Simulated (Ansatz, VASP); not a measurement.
LiNbO3 in VASP and in Ansatz

```
Li Nb O
1.0
     2.55374    1.47440    4.82418
    -2.55374    1.47440    4.82418
     0.00000   -2.94880    4.82418
Li Nb O
2 2 6
Direct
  0.28159 0.28159 0.28159
  0.78159 0.78159 0.78159
  0.00049 0.00049 0.00049
  0.50049 0.50049 0.50049
  0.11046 0.35803 0.72110
  0.72110 0.11046 0.35803
  0.35803 0.72110 0.11046
  0.22110 0.85803 0.61046
  0.85803 0.61046 0.22110
  0.61046 0.22110 0.85803
```

Alike in both runs: task single point; functional PBE; k mesh 6 × 6 × 6; occupations gaussian, width 0.05 eV; no spin polarisation.

|  | VASP | Ansatz |
| --- | --- | --- |
| version | VASP 6.6.1 | Ansatz 0.2.0 |
| potentials or method | VASP PAW PBE potentials, release 64 (Li_sv, Nb_sv, O), cutoff 520 eV | scalar-relativistic, plane waves, PAW |
| valence electrons in the cell | 68 | 68 |

```csv
,VASP,Ansatz,Ansatz less VASP
gap on the k mesh at the Fermi level (eV),3.55,3.56,+0.013
least direct gap on the mesh (eV),3.55,3.57,+0.013
rms of the force components (eV/Å),0.076,0.074,-0.0016
```

Atom by atom the forces differ by 0.012 eV/Å (rms over components).

Noted on VASP's run: the cutoff is under 1.25 times that of the potentials, so the pressure is a little rough.
